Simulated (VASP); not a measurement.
# Al in VASP: single point with LDA

Aim: the single point of Al with LDA.

All numbers are computed with VASP 6.6.1; they aren't measurements. Logs are shortened: lines on timing, memory, paths and dates and some standing lists are left out, and cuts for length are marked.

## Step 1: The cell of the first run

The cell holds a slab with vacuum, 19 atoms: a = 2.864 Å, b = 2.864 Å, c = 56.450 Å, α = 90.00°, β = 90.00°, γ = 90.00°.

## Step 2: Single point, LDA

File INCAR:

```
PREC = Accurate
ENCUT = 520
EDIFF = 1E-6
ISMEAR = 0
SIGMA = 0.1
LREAL = Auto
LASPH = T
NELM = 100
ALGO = Normal
ISIF = 2
LWAVE = F
LCHARG = T
LDIPOL = T
IDIPOL = 3
DIPOL = 0.5 0.5 0.500
GGA = CA
LELF = T
LVHAR = T
LVACPOTAV = T
NBANDS = 44
```

File KPOINTS:

```
Automatic mesh
0
Gamma
  20 20 1
```

File POSCAR:

```
Al
1.0
    2.8637824638      0.0000000000      0.0000000000
    0.0000000000      2.8637824638      0.0000000000
    0.0000000000      0.0000000000     56.4500000000
Al
19
Direct
    0.0000000000      0.0000000000      0.1870375684
    0.5000000000      0.5000000000      0.2222901234
    0.0000000000      0.0000000000      0.2572686248
    0.5000000000      0.5000000000      0.2921802372
    0.0000000000      0.0000000000      0.3267532701
    0.5000000000      0.5000000000      0.3612506131
    0.0000000000      0.0000000000      0.3959450976
    0.5000000000      0.5000000000      0.4305275249
    0.0000000000      0.0000000000      0.4653025147
    0.5000000000      0.5000000000      0.4999999972
    0.0000000000      0.0000000000      0.5346974919
    0.5000000000      0.5000000000      0.5694724722
    0.0000000000      0.0000000000      0.6040549021
    0.5000000000      0.5000000000      0.6387493905
    0.0000000000      0.0000000000      0.6732467230
    0.5000000000      0.5000000000      0.7078197750
    0.0000000000      0.0000000000      0.7427313572
    0.5000000000      0.5000000000      0.7777098853
    0.0000000000      0.0000000000      0.8129624315
```

Potentials or basis: VASP PAW LDA potentials, release 64 (Al).

Run with:

```console
$ cat potpaw_LDA.64/Al/POTCAR > POTCAR
$ mpirun -np 1 vasp_std > vasp.out
```

OUTCAR:

```text
PREC = Accurate
   ENCUT = 520
   EDIFF = 1E-6
   ISMEAR = 0
   LREAL = Auto
   LASPH = T
   NELM = 100
   ISIF = 2
   GGA = CA

 ion  position               nearest neighbor table
   1  0.000  0.000  0.187-   2 2.84   2 2.84   2 2.84   2 2.84
   2  0.500  0.500  0.222-   3 2.83   3 2.83   3 2.83   3 2.83   1 2.84   1 2.84   1 2.84   1 2.84

   3  0.000  0.000  0.257-   4 2.83   4 2.83   4 2.83   4 2.83   2 2.83   2 2.83   2 2.83   2 2.83

   4  0.500  0.500  0.292-   5 2.81   5 2.81   5 2.81   5 2.81   3 2.83   3 2.83   3 2.83   3 2.83

   5  0.000  0.000  0.327-   6 2.81   6 2.81   6 2.81   6 2.81   4 2.81   4 2.81   4 2.81   4 2.81

   6  0.500  0.500  0.361-   5 2.81   5 2.81   5 2.81   5 2.81   7 2.82   7 2.82   7 2.82   7 2.82

   7  0.000  0.000  0.396-   8 2.81   8 2.81   8 2.81   8 2.81   6 2.82   6 2.82   6 2.82   6 2.82

   8  0.500  0.500  0.431-   7 2.81   7 2.81   7 2.81   7 2.81   9 2.82   9 2.82   9 2.82   9 2.82

   9  0.000  0.000  0.465-  10 2.82  10 2.82  10 2.82  10 2.82   8 2.82   8 2.82   8 2.82   8 2.82

  10  0.500  0.500  0.500-   9 2.82   9 2.82   9 2.82   9 2.82  11 2.82  11 2.82  11 2.82  11 2.82

  11  0.000  0.000  0.535-  10 2.82  10 2.82  10 2.82  10 2.82  12 2.82  12 2.82  12 2.82  12 2.82

  12  0.500  0.500  0.569-  13 2.81  13 2.81  13 2.81  13 2.81  11 2.82  11 2.82  11 2.82  11 2.82

  13  0.000  0.000  0.604-  12 2.81  12 2.81  12 2.81  12 2.81  14 2.82  14 2.82  14 2.82  14 2.82

  14  0.500  0.500  0.639-  15 2.81  15 2.81  15 2.81  15 2.81  13 2.82  13 2.82  13 2.82  13 2.82

  15  0.000  0.000  0.673-  14 2.81  14 2.81  14 2.81  14 2.81  16 2.81  16 2.81  16 2.81  16 2.81

  16  0.500  0.500  0.708-  15 2.81  15 2.81  15 2.81  15 2.81  17 2.83  17 2.83  17 2.83  17 2.83

  17  0.000  0.000  0.743-  16 2.83  16 2.83  16 2.83  16 2.83  18 2.83  18 2.83  18 2.83  18 2.83

  18  0.500  0.500  0.778-  17 2.83  17 2.83  17 2.83  17 2.83  19 2.84  19 2.84  19 2.84  19 2.84

  19  0.000  0.000  0.813-  18 2.84  18 2.84  18 2.84  18 2.84

  LATTYP: Found a simple tetragonal cell.
 ALAT       =     2.8637824638
 C/A-ratio  =    19.7116927398

  Lattice vectors:

 A1 = (   2.8637824638,   0.0000000000,   0.0000000000)
 A2 = (   0.0000000000,   2.8637824638,   0.0000000000)
 A3 = (   0.0000000000,   0.0000000000,  56.4500000000)

Analysis of symmetry for initial positions (statically):
=====================================================================
 Subroutine PRICEL returns:
 Original cell was already a primitive cell.

 Routine SETGRP: Setting up the symmetry group for a
 simple tetragonal supercell.

 Subroutine GETGRP returns: Found 16 space group operations
 (whereof 16 operations were pure point group operations)
 out of a pool of 16 trial point group operations.

The static configuration has the point symmetry D_4h.

Analysis of symmetry for dynamics (positions and initial velocities):
=====================================================================
 Subroutine PRICEL returns:
 Original cell was already a primitive cell.

 Routine SETGRP: Setting up the symmetry group for a
 simple tetragonal supercell.

 Subroutine GETGRP returns: Found 16 space group operations
 (whereof 16 operations were pure point group operations)
 out of a pool of 16 trial point group operations.

The dynamic configuration has the point symmetry D_4h.

 Subroutine INISYM returns: Found 16 space group operations
 (whereof 16 operations are pure point group operations),
 and found     1 'primitive' translations

----------------------------------------------------------------------------------------

                                     Primitive cell

  volume of cell :     462.9606

  direct lattice vectors                    reciprocal lattice vectors
     2.863782464  0.000000000  0.000000000     0.349188534  0.000000000  0.000000000
     0.000000000  2.863782464  0.000000000     0.000000000  0.349188534  0.000000000
     0.000000000  0.000000000 56.450000000     0.000000000  0.000000000  0.017714792

  length of vectors
     2.863782464  2.863782464 56.450000000     0.349188534  0.349188534  0.017714792

  position of ions in fractional coordinates (direct lattice)
     0.000000000  0.000000000  0.187037568
     0.500000000  0.500000000  0.222290123
     0.000000000  0.000000000  0.257268625
     0.500000000  0.500000000  0.292180237
     0.000000000  0.000000000  0.326753270
     0.500000000  0.500000000  0.361250613
[... 11 lines left out ...]
     0.500000000  0.500000000  0.777709885
     0.000000000  0.000000000  0.812962431

  ion indices of the primitive-cell ions
   primitive index   ion index
                 1           1
                 2           2
                 3           3
                 4           4
                 5           5
                 6           6
[... 11 lines left out ...]
                18          18
                19          19

----------------------------------------------------------------------------------------

 KPOINTS: Automatic mesh

Automatic generation of k-mesh.
 Grid dimensions read from file:
 generate k-points for:   20   20    1

 Generating k-lattice:

  Cartesian coordinates                     Fractional coordinates (reciprocal lattice)
     0.017459427  0.000000000  0.000000000     0.050000000  0.000000000  0.000000000
     0.000000000  0.017459427  0.000000000     0.000000000  0.050000000  0.000000000
     0.000000000  0.000000000  0.017714792     0.000000000  0.000000000  1.000000000

  Length of vectors
     0.017459427  0.017459427  0.017714792

  Shift w.r.t. Gamma in fractional coordinates (k-lattice)
     0.000000000  0.000000000  0.000000000

 Subroutine IBZKPT returns following result:
 ===========================================

 Found     66 irreducible k-points:

 Following reciprocal coordinates:
            Coordinates               Weight
  0.000000  0.000000  0.000000      1.000000
  0.050000  0.000000  0.000000      4.000000
  0.100000  0.000000  0.000000      4.000000
  0.150000  0.000000  0.000000      4.000000
  0.200000  0.000000  0.000000      4.000000
  0.250000  0.000000  0.000000      4.000000
[... 16 lines left out ...]
  0.150000  0.100000  0.000000      8.000000
  0.200000  0.100000  0.000000      8.000000
 [... further k-points ...]
   k-points           NKPTS =     66   k-points in BZ     NKDIM =     66   number of bands    NBANDS=     44
   number of dos      NEDOS =    301   number of ions     NIONS =     19
   total plane-waves  NPLWV = 241920
   dimension x,y,z NGX =    24 NGY =   24 NGZ =  420
   dimension x,y,z NGXF=    48 NGYF=   48 NGZF=  840
   ions per type =              19
   NGX,Y,Z   is equivalent  to a cutoff of  13.93, 13.93, 12.37 a.u.
   NGXF,Y,Z  is equivalent  to a cutoff of  27.86, 27.86, 24.74 a.u.
 SYSTEM =  unknown system
   PREC   = accura    normal or accurate (medium, high low for compatibility)
   ISTART =      0    job   : 0-new  1-cont  2-samecut
   ICHARG =      2    charge: 1-file 2-atom 10-const
   ISPIN  =      1    spin polarized calculation?
   LNONCOLLINEAR =      F non collinear calculations
   LSORBIT =      F    spin-orbit coupling
   LASPH  =      T    aspherical Exc in radial PAW
   ENCUT  =  520.0 eV  38.22 Ry    6.18 a.u.   5.32  5.32104.96*2*pi/ulx,y,z
   NELM   =    100;   NELMIN=  2; NELMDL= -5     # of ELM steps
   EDIFF  = 0.1E-05   stopping-criterion for ELM
   LREAL  =      T    real-space projection
   EDIFFG = 0.1E-04   stopping-criterion for IOM
   NSW    =      0    number of steps for IOM
   IBRION =     -1    ionic relax: 0-MD 1-quasi-New 2-CG
   NFREE  =      0    steps in history (QN), initial steepest desc. (CG)
   ISIF   =      2    stress and relaxation
   ISYM   =      2    0-nonsym 1-usesym 2-fastsym
   POTIM  = 0.5000    time-step for ionic-motion
   TEBEG  =    0.0;   TEEND  =   0.0 temperature during run
   PSTRESS=    0.0 pullay stress
   NELECT =      57.0000    total number of electrons
   NUPDOWN=      -1.0000    fix difference up-down
   EMIN   =  10.00;   EMAX   =-10.00  energy-range for DOS
   EFERMI =   0.00;   METHOD = LEGACY
   ISMEAR =     0;   SIGMA  =   0.10  broadening in eV -4-tet -1-fermi 0-gaus
   EFERMI_NEDOS =   21; number of points for ismear=-14 and -15
   IALGO  =     38    algorithm
   IMIX   =      4    mixing-type and parameters
     AMIX     =   0.40;   BMIX     =  1.00
     AMIX_MAG =   1.60;   BMIX_MAG =  1.00
  volume/ion in A,a.u.               =      24.37       164.43
  Fermi-wavevector in a.u.,A,eV,Ry     =   0.814426  1.539043  9.024611  0.663290
  Thomas-Fermi vector in A             =   1.924331
   LORBIT       =      0    0 simple, 1 ext, 2 COOP (PROOUT), +10 PAW based schemes
   GGA     = CA    functional components
   LHFCALC =     F    Hartree Fock is set to
   AEXX    =    0.0000 exact exchange contribution
   IVDW    =     0    specifies the selected vdW correction
   LEPSILON=     F    determine dielectric tensor
   LRPA    =     F    only Hartree local field effects (RPA)
 non-spin polarized calculation
 Gauss-broadening in eV      SIGMA  =   0.10
  energy-cutoff  :      520.00
  volume of cell :      462.96
 maximum number of plane-waves:     12574
 NGX is ok and might be reduce to    24
   NGX = 11   NGY = 11   NGZ =209

 number of electron      57.0000000 magnetization

 dipolmoment           0.000000      0.000000     -0.000000 electrons x Angstroem

 Free energy of the ion-electron system (eV)
  ---------------------------------------------------
  ext. energy  EPLUGINS =         0.00000000
  ---------------------------------------------------
  free energy    TOTEN  =       -78.45236538 eV

  energy without entropy =      -78.41691714  energy(sigma->0) =      -78.43464126

 E-fermi :   3.8318     XC(G=0):  -7.2699

 val. band max:        3.8311834394   @ k =   0.4500   0.3500   0.0000
 cond. band min:       3.8396787134   @ k =   0.3500   0.2500   0.0000
 fundamental gap:      0.0084952741
 Fermi energy:         3.8318459078

 k-point     1 :       0.0000    0.0000    0.0000
  band No.  band energies     occupation
      1      -7.4286      2.00000
      2      -7.3513      2.00000
      3      -7.2057      2.00000
      4      -7.0203      2.00000
      5      -6.7927      2.00000
      6      -6.5163      2.00000
[... 32 lines left out ...]
     39       9.2964      0.00000
[... 988 lines left out ...]
     39       7.5011      0.00000
     40       7.6636      0.00000

 [... further k-points ...]

 [bands above 40 left out]

------------------------ aborting loop because EDIFF is reached ----------------------------------------

  FORCE on cell =-STRESS in cart. coord.  units (eV):
  Direction    XX          YY          ZZ          XY          YZ          ZX
  --------------------------------------------------------------------------------------
  -------------------------------------------------------------------------------------
  Total       -5.3414237     -5.3414237      0.1155750      0.0000000      0.0000000     -0.0000000
  in kB      -18.4851770    -18.4851770      0.3999729      0.0000000      0.0000000     -0.0000000
  external PRESSURE =     -12.1901270 kB  Pullay stress =       0.0000000 kB

 VOLUME and BASIS-vectors are now :
 -----------------------------------------------------------------------------
  energy-cutoff  :      520.00
  volume of cell :      462.96
      direct lattice vectors                 reciprocal lattice vectors
     2.863782464  0.000000000  0.000000000     0.349188534  0.000000000  0.000000000
     0.000000000  2.863782464  0.000000000     0.000000000  0.349188534  0.000000000
     0.000000000  0.000000000 56.450000000     0.000000000  0.000000000  0.017714792

 POSITION                                       TOTAL-FORCE (eV/Angst)
 -----------------------------------------------------------------------------------
      0.00000      0.00000     10.55827        -0.000000     -0.000000     -0.002133
      1.43189      1.43189     12.54828         0.000000      0.000000      0.004357
      0.00000      0.00000     14.52281        -0.000000      0.000000     -0.008893
      1.43189      1.43189     16.49357         0.000000     -0.000000      0.006255
      0.00000      0.00000     18.44522        -0.000000     -0.000000     -0.008192
      1.43189      1.43189     20.39260         0.000000      0.000000      0.005853
[... 11 lines left out ...]
      1.43189      1.43189     43.90172        -0.000000     -0.000000     -0.004357
      0.00000      0.00000     45.89173         0.000000     -0.000000      0.002133
 -----------------------------------------------------------------------------------
    total drift:                                0.000000      0.000000     -0.000000

  FREE ENERGIE OF THE ION-ELECTRON SYSTEM (eV)
  ---------------------------------------------------
  free  energy   TOTEN  =       -78.4523653847 eV

  energy  without entropy=      -78.4169171404  energy(sigma->0) =      -78.43464126

 vacuum level on the upper side and lower side of the slab         8.284         8.284
```

It took 41 min on 1 thread of Intel Xeon 6975P-C (Granite Rapids), shared host; peak memory 0.95 GiB.

Results:

- Free energy: -78.4524 eV
- Largest force: 0.009 eV/Å
- Band gap on the k mesh: zero (an odd number of electrons rules out a gap without spin polarisation)

Forces in eV/Å, atoms in the order of the input:
```
Al   0.000  0.000 -0.002
Al   0.000  0.000  0.004
Al   0.000  0.000 -0.009
Al   0.000  0.000  0.006
Al   0.000  0.000 -0.008
Al   0.000  0.000  0.006
Al   0.000  0.000 -0.004
Al   0.000  0.000  0.002
Al   0.000  0.000  0.001
Al   0.000  0.000  0.000
Al   0.000  0.000 -0.001
Al   0.000  0.000 -0.002
Al   0.000  0.000  0.004
Al   0.000  0.000 -0.006
Al   0.000  0.000  0.008
Al   0.000  0.000 -0.006
Al   0.000  0.000  0.009
Al   0.000  0.000 -0.004
Al   0.000  0.000  0.002
```

Levels at points of the mesh, in eV from the Fermi level:
```tsv
k point	band 27	band 28	band 29	band 30	band 31	band 32	band 33	band 34
(0.00, 0.00, 0.00)	4.14	4.59	4.64	5.07	5.15	5.27	5.27	5.30
(0.50, 0.00, 0.00)	-2.17	-2.07	-1.52	-1.40	-0.83	-0.68	-0.10	0.08
(0.50, 0.50, 0.00)	-1.22	-1.19	-0.98	-0.92	-0.78	-0.78	-0.70	-0.61
```
